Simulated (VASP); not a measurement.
# NaH (I4/mmm) in VASP: notebook, part 2 of 3

VASP 6.6.1. Earlier steps stand in the parts before.

## (3) Electric field gradients, PBEsol (zz strain of +2 %)

The input, INCAR:

```
PREC     = Accurate       # precision mode
ENCUT    = 400            # plane-wave cutoff, eV
EDIFF    = 1E-8           # SCF threshold, eV
ISMEAR   = -1             # smearing method
SIGMA    = 0.03           # smearing width, eV
LREAL    = False          # projectors in reciprocal space
LASPH    = True           # aspherical terms in the spheres
NELM     = 120            # most SCF steps
ALGO     = Normal         # electronic algorithm
ISIF     = 2              # what is computed and relaxed
LWAVE    = False          # write WAVECAR
LCHARG   = False          # write CHGCAR
GGA      = PS             # functional
LEFG     = True         
NBANDS   = 11             # bands
GGA_COMPAT= False
```

The input, KPOINTS:

```
Automatic mesh
0
Gamma
  9 9 9
```

The input, POSCAR:

```
NaH
1.0
    0.0000000000      2.4400000000      2.4888000000
    2.4400000000      0.0000000000      2.4888000000
    2.4400000000      2.4400000000      0.0000000000
Na H
1 1
Direct
    0.0000000000      0.0000000000      0.0000000000
    0.5000000000      0.5000000000      0.5000000000
```

Potentials or basis: VASP PAW PBE potentials, release 64 (Na_pv, H).

On the command line:

```sh
> cat potpaw_PBE.64/Na_pv/POTCAR potpaw_PBE.64/H/POTCAR > POTCAR
> mpirun -np 1 vasp_std > vasp.out
```

OUTCAR:

```text
PREC = Accurate
   ENCUT = 400
   EDIFF = 1E-8
   ISMEAR = -1
   LREAL = False
   LASPH = True
   NELM = 120
   ISIF = 2
   GGA = PS

 ion  position               nearest neighbor table
   1  0.000  0.000  0.000-
   2  0.500  0.500  0.500-

  LATTYP: Found a body centered tetragonal cell.
 ALAT       =     3.4506810922
 C/A-ratio  =     1.4424978336

  Lattice vectors:

 A1 = (  -2.4400000000,   0.0000000000,   2.4888000000)
 A2 = (   2.4400000000,   0.0000000000,   2.4888000000)
 A3 = (   0.0000000000,   2.4400000000,  -2.4888000000)

Analysis of symmetry for initial positions (statically):
=====================================================================
 Subroutine PRICEL returns:
 Original cell was already a primitive cell.

 Routine SETGRP: Setting up the symmetry group for a
[... 524 lines left out ...]
  energy-cutoff  :      400.00
  volume of cell :       29.63
      direct lattice vectors                 reciprocal lattice vectors
     0.000000000  2.440000000  2.488800000    -0.204918033  0.204918033  0.200900032
     2.440000000  0.000000000  2.488800000     0.204918033 -0.204918033  0.200900032
     2.440000000  2.440000000  0.000000000     0.204918033  0.204918033 -0.200900032

 POSITION                                       TOTAL-FORCE (eV/Angst)
 -----------------------------------------------------------------------------------
      0.00000      0.00000      0.00000        -0.000000      0.000000      0.000000
      2.44000      2.44000      2.48880         0.000000     -0.000000     -0.000000
 -----------------------------------------------------------------------------------
    total drift:                                0.000000     -0.000000     -0.000000

  FREE ENERGIE OF THE ION-ELECTRON SYSTEM (eV)
  ---------------------------------------------------
  free  energy   TOTEN  =        -5.0724372675 eV

  energy  without entropy=       -5.0724372675  energy(sigma->0) =       -5.07243727

 Electric field gradients (V/A^2)
---------------------------------------------------------------------
 ion       V_xx      V_yy      V_zz      V_xy      V_xz      V_yz
---------------------------------------------------------------------
   1      -0.857    -0.857     1.714     0.004     0.003     0.003
   2       0.092     0.092    -0.183    -0.000    -0.000    -0.000
---------------------------------------------------------------------

 Electric field gradients after diagonalization (V/A^2)
 (convention: |V_zz| > |V_xx| > |V_yy|)
----------------------------------------------------------------------
 ion       V_xx      V_yy      V_zz     asymmetry (V_yy - V_xx)/ V_zz
----------------------------------------------------------------------
   1      -0.861    -0.853     1.714       0.005
   2       0.092     0.091    -0.183       0.005
----------------------------------------------------------------------

           NMR quadrupolar parameters

 Cq : quadrupolar parameter    Cq=e*Q*V_zz/h
 eta: asymmetry parameters     (V_yy - V_xx)/ V_zz
 Q  : nuclear electric quadrupole moment in mb (millibarn)
----------------------------------------------------------------------
 ion       Cq(MHz)       eta       Q (mb)
----------------------------------------------------------------------
   1       0.004       0.005       1.000
   2      -0.000       0.005       1.000
----------------------------------------------------------------------
```

OSZICAR:

```text
N       E                     dE             d eps       ncg     rms          rms(c)
DAV:   1     0.328104100350E+02    0.32810E+02   -0.40048E+03  1682   0.599E+02
DAV:   2    -0.426966775908E+01   -0.37080E+02   -0.36542E+02  1737   0.175E+02
DAV:   3    -0.543270423358E+01   -0.11630E+01   -0.11617E+01  1981   0.304E+01
DAV:   4    -0.544031614019E+01   -0.76119E-02   -0.76114E-02  1903   0.251E+00
DAV:   5    -0.544039175814E+01   -0.75618E-04   -0.75617E-04  1950   0.254E-01    0.285E+00
DAV:   6    -0.514737021537E+01    0.29302E+00   -0.30281E-01  2010   0.309E+00    0.131E+00
DAV:   7    -0.506977849655E+01    0.77592E-01   -0.27120E-01  1866   0.215E+00    0.335E-01
DAV:   8    -0.507248680150E+01   -0.27083E-02   -0.67787E-03  1827   0.929E-01    0.584E-02
DAV:   9    -0.507244287289E+01    0.43929E-04   -0.72434E-04  2069   0.316E-01    0.187E-02
DAV:  10    -0.507243600607E+01    0.68668E-05   -0.40675E-05  1856   0.405E-02    0.295E-03
DAV:  11    -0.507243710336E+01   -0.10973E-05   -0.11210E-06  1956   0.593E-03    0.220E-03
DAV:  12    -0.507243725305E+01   -0.14969E-06   -0.10756E-07  1863   0.187E-03    0.212E-04
DAV:  13    -0.507243726636E+01   -0.13317E-07   -0.50120E-09  1480   0.420E-04    0.113E-04
DAV:  14    -0.507243726748E+01   -0.11196E-08   -0.29950E-10   954   0.128E-04
   1 F= -.50724373E+01 E0= -.50724373E+01  d E =-.283977E-11
```

stdout:

```text
POSCAR found type information on POSCAR NaH
 POSCAR found :  2 types and       2 ions
 scaLAPACK will be used
 -----------------------------------------------------------------------------
|                                                                             |
|                                                                             |
|     You enforced a specific xc type in the INCAR file but a different       |
|     I HOPE YOU KNOW WHAT YOU ARE DOING!                                     |
|                                                                             |
 -----------------------------------------------------------------------------

 LDA part: xc-table for (Slater+PW92), standard interpolation
 POSCAR, INCAR and KPOINTS ok, starting setup
 FFT: planning ... GRIDC
 FFT: planning ... GRID_SOFT
 FFT: planning ... GRID
 WAVECAR not read
 entering main loop
ion   1

ion   2
```

Run time: 13 s. Hardware: 1 thread of Intel Xeon 8259CL, shared host; peak memory 0.14 GiB.

What came out:

```
Free energy                             : -5.0724 eV
Pressure                                : -2.0 GPa
Band gap on the k mesh                  : 3.76 eV (least direct gap 4.49 eV)
Largest electric field gradient by atom : Na +1.7; H -0.2 V/Å²
```

Stress tensor (GPa, compression positive):
```
-1.84  0.00  0.00
 0.00 -1.84  0.00
 0.00  0.00 -2.33
```

Electric field gradients, principal values (V/Å²):
```csv
atom,least,middle,greatest (by size)
1 Na,-0.853,-0.861,1.714
2 H,0.091,0.092,-0.183
```

Caveat: the cell differs from its parent crystal (zz strain of +2 %); without QUAD_EFG the Cq values of the log hold for a quadrupole moment of 1 mb, not for the nuclei; the PAW data sets were made with another functional, which shifts forces and pressure a little. A k mesh can miss the band edges.

## (4) Electric field gradients, PBEsol (equal xx and yy strain of +1 %)

The input, INCAR:

```
SYSTEM = NaH
  ALGO = Normal
  EDIFF = 1E-8
  ENCUT = 400
  GGA = PS
  GGA_COMPAT = .False.
  ISIF = 2
  ISMEAR = -1
  LASPH = .True.
  LCHARG = .False.
  LEFG = .True.
  LREAL = .False.
  LWAVE = .False.
  NBANDS = 11
  NELM = 120
  PREC = Accurate
  SIGMA = 0.03
```

The input, KPOINTS:

```
k-points
0
Gamma
  9 9 9
  0 0 0
```

The input, POSCAR:

```
NaH
1.0
    0.0000000000      2.4644000000      2.4400000000
    2.4644000000      0.0000000000      2.4400000000
    2.4644000000      2.4644000000      0.0000000000
Na H
1 1
Direct
    0.0000000000      0.0000000000      0.0000000000
    0.5000000000      0.5000000000      0.5000000000
```

Potentials or basis: VASP PAW PBE potentials, release 64 (Na_pv, H).

On the command line:

```sh
> cat potpaw_PBE.64/Na_pv/POTCAR potpaw_PBE.64/H/POTCAR > POTCAR
> mpirun -np 1 vasp_std > vasp.out
```

OUTCAR:

```text
SYSTEM = NaH
   EDIFF = 1E-8
   ENCUT = 400
   GGA = PS
   ISIF = 2
   ISMEAR = -1
   LASPH = .True.
   LREAL = .False.
   NELM = 120
   PREC = Accurate

 ion  position               nearest neighbor table
   1  0.000  0.000  0.000-
   2  0.500  0.500  0.500-

  LATTYP: Found a body centered tetragonal cell.
 ALAT       =     3.4851879031
 C/A-ratio  =     1.4002114479

  Lattice vectors:

 A1 = (   0.0000000000,  -2.4644000000,  -2.4400000000)
 A2 = (   0.0000000000,   2.4644000000,  -2.4400000000)
 A3 = (   2.4644000000,   0.0000000000,   2.4400000000)

Analysis of symmetry for initial positions (statically):
=====================================================================
 Subroutine PRICEL returns:
 Original cell was already a primitive cell.

 Routine SETGRP: Setting up the symmetry group for a
[... 524 lines left out ...]
  energy-cutoff  :      400.00
  volume of cell :       29.64
      direct lattice vectors                 reciprocal lattice vectors
     0.000000000  2.464400000  2.440000000    -0.202889141  0.202889141  0.204918033
     2.464400000  0.000000000  2.440000000     0.202889141 -0.202889141  0.204918033
     2.464400000  2.464400000  0.000000000     0.202889141  0.202889141 -0.204918033

 POSITION                                       TOTAL-FORCE (eV/Angst)
 -----------------------------------------------------------------------------------
      0.00000      0.00000      0.00000        -0.000000      0.000000      0.000000
      2.46440      2.46440      2.44000         0.000000     -0.000000     -0.000000
 -----------------------------------------------------------------------------------
    total drift:                                0.000000     -0.000000     -0.000000

  FREE ENERGIE OF THE ION-ELECTRON SYSTEM (eV)
  ---------------------------------------------------
  free  energy   TOTEN  =        -5.0729000151 eV

  energy  without entropy=       -5.0729000151  energy(sigma->0) =       -5.07290002

 Electric field gradients (V/A^2)
---------------------------------------------------------------------
 ion       V_xx      V_yy      V_zz      V_xy      V_xz      V_yz
---------------------------------------------------------------------
   1       0.438     0.438    -0.875     0.003     0.003     0.003
   2      -0.048    -0.048     0.095    -0.000    -0.000    -0.000
---------------------------------------------------------------------

 Electric field gradients after diagonalization (V/A^2)
 (convention: |V_zz| > |V_xx| > |V_yy|)
----------------------------------------------------------------------
 ion       V_xx      V_yy      V_zz     asymmetry (V_yy - V_xx)/ V_zz
----------------------------------------------------------------------
   1       0.440     0.435    -0.875       0.006
   2      -0.048    -0.047     0.095       0.008
----------------------------------------------------------------------

           NMR quadrupolar parameters

 Cq : quadrupolar parameter    Cq=e*Q*V_zz/h
 eta: asymmetry parameters     (V_yy - V_xx)/ V_zz
 Q  : nuclear electric quadrupole moment in mb (millibarn)
----------------------------------------------------------------------
 ion       Cq(MHz)       eta       Q (mb)
----------------------------------------------------------------------
   1      -0.002       0.006       1.000
   2       0.000       0.008       1.000
----------------------------------------------------------------------
```

OSZICAR:

```text
N       E                     dE             d eps       ncg     rms          rms(c)
DAV:   1     0.328169009387E+02    0.32817E+02   -0.40999E+03  1653   0.607E+02
DAV:   2    -0.434587480411E+01   -0.37163E+02   -0.36676E+02  1725   0.172E+02
DAV:   3    -0.543355971091E+01   -0.10877E+01   -0.10866E+01  2039   0.297E+01
DAV:   4    -0.544052129393E+01   -0.69616E-02   -0.69610E-02  1891   0.237E+00
DAV:   5    -0.544058574190E+01   -0.64448E-04   -0.64447E-04  1948   0.235E-01    0.285E+00
DAV:   6    -0.514776712572E+01    0.29282E+00   -0.30270E-01  1994   0.309E+00    0.131E+00
DAV:   7    -0.507025534670E+01    0.77512E-01   -0.27144E-01  1878   0.215E+00    0.335E-01
DAV:   8    -0.507295193887E+01   -0.26966E-02   -0.66912E-03  1809   0.928E-01    0.587E-02
DAV:   9    -0.507290589669E+01    0.46042E-04   -0.73928E-04  2048   0.317E-01    0.190E-02
DAV:  10    -0.507289876132E+01    0.71354E-05   -0.41991E-05  1822   0.407E-02    0.298E-03
DAV:  11    -0.507289985015E+01   -0.10888E-05   -0.11254E-06  1918   0.598E-03    0.221E-03
DAV:  12    -0.507289999886E+01   -0.14871E-06   -0.10845E-07  1890   0.190E-03    0.212E-04
DAV:  13    -0.507290001289E+01   -0.14033E-07   -0.52179E-09  1449   0.427E-04    0.114E-04
DAV:  14    -0.507290001510E+01   -0.22022E-08   -0.31222E-10   981   0.129E-04
   1 F= -.50729000E+01 E0= -.50729000E+01  d E =-.910487E-11
```

It took 13 s on 1 thread of Intel Xeon 8259CL, shared host; peak memory 0.14 GiB.

What came out:

```yaml
Free_energy: -5.0729 eV
Pressure: -2.0 GPa
Band_gap_on_the_k_mesh: 3.76 eV (least direct gap 4.50 eV)
Largest_electric_field_gradient_by_atom: Na -0.9; H +0.1 V/Å²
```

Electric field gradients, principal values (V/Å²):
```
atom   least  middle  greatest (by size)
1 Na   0.435   0.440              -0.875
 2 H  -0.047  -0.048               0.095
```

Caveat: the cell differs from its parent crystal (equal xx and yy strain of +1 %); without QUAD_EFG the Cq values of the log hold for a quadrupole moment of 1 mb, not for the nuclei; the PAW data sets were made with another functional, which shifts forces and pressure a little. A k mesh can miss the band edges.

## (5) Electric field gradients, PBEsol (equal xx and yy strain of +1 %)

The input, INCAR:

```
  PREC = Accurate
  ENCUT = 400
  EDIFF = 1E-8
  ISMEAR = -1
  SIGMA = 0.03
  LREAL = False
  LASPH = True
  NELM = 120
  ALGO = Normal
  ISIF = 2
  LWAVE = False
  LCHARG = False
  GGA = PS
  LEFG = True
  NBANDS = 11
  GGA_COMPAT = False
```

The input, KPOINTS:

```
Automatic mesh
0
Gamma
  9 9 9
```

POSCAR is that of step 4.

Potentials or basis: VASP PAW PBE potentials, release 64 (Na_pv, H).

On the command line:

```sh
> cat potpaw_PBE.64/Na_pv/POTCAR potpaw_PBE.64/H/POTCAR > POTCAR
> mpirun -np 1 vasp_std > vasp.out
```

OUTCAR:

```text
PREC = Accurate
   ENCUT = 400
   EDIFF = 1E-8
   ISMEAR = -1
   LREAL = False
   LASPH = True
   NELM = 120
   ISIF = 2
   GGA = PS

 ion  position               nearest neighbor table
   1  0.000  0.000  0.000-
   2  0.500  0.500  0.500-

  LATTYP: Found a body centered tetragonal cell.
 ALAT       =     3.4851879031
 C/A-ratio  =     1.4002114479

  Lattice vectors:

 A1 = (   0.0000000000,  -2.4644000000,  -2.4400000000)
[... 545 lines left out ...]
    total drift:                                0.000000     -0.000000     -0.000000

  FREE ENERGIE OF THE ION-ELECTRON SYSTEM (eV)
  ---------------------------------------------------
  free  energy   TOTEN  =        -5.0729000151 eV

  energy  without entropy=       -5.0729000151  energy(sigma->0) =       -5.07290002

 Electric field gradients (V/A^2)
---------------------------------------------------------------------
 ion       V_xx      V_yy      V_zz      V_xy      V_xz      V_yz
---------------------------------------------------------------------
   1       0.438     0.438    -0.875     0.003     0.003     0.003
   2      -0.048    -0.048     0.095    -0.000    -0.000    -0.000
---------------------------------------------------------------------

 Electric field gradients after diagonalization (V/A^2)
 (convention: |V_zz| > |V_xx| > |V_yy|)
----------------------------------------------------------------------
 ion       V_xx      V_yy      V_zz     asymmetry (V_yy - V_xx)/ V_zz
----------------------------------------------------------------------
   1       0.440     0.435    -0.875       0.006
   2      -0.048    -0.047     0.095       0.008
----------------------------------------------------------------------

           NMR quadrupolar parameters

 Cq : quadrupolar parameter    Cq=e*Q*V_zz/h
 eta: asymmetry parameters     (V_yy - V_xx)/ V_zz
 Q  : nuclear electric quadrupole moment in mb (millibarn)
----------------------------------------------------------------------
 ion       Cq(MHz)       eta       Q (mb)
----------------------------------------------------------------------
   1      -0.002       0.006       1.000
   2       0.000       0.008       1.000
----------------------------------------------------------------------
```

It took 14 s on 1 thread of Intel Xeon 8259CL, shared host; peak memory 0.14 GiB.

What came out:

- Free energy: -5.0729 eV
- Pressure: -2.0 GPa
- Band gap on the k mesh: 3.76 eV (least direct gap 4.50 eV)
- Largest electric field gradient by atom: Na -0.9; H +0.1 V/Å²

Electric field gradients, principal values (V/Å²):
```
atom   least  middle  greatest (by size)
1 Na   0.435   0.440              -0.875
 2 H  -0.047  -0.048               0.095
```

Caveat: the cell differs from its parent crystal (equal xx and yy strain of +1 %); without QUAD_EFG the Cq values of the log hold for a quadrupole moment of 1 mb, not for the nuclei; the PAW data sets were made with another functional, which shifts forces and pressure a little.

[end of part 2 of 3]
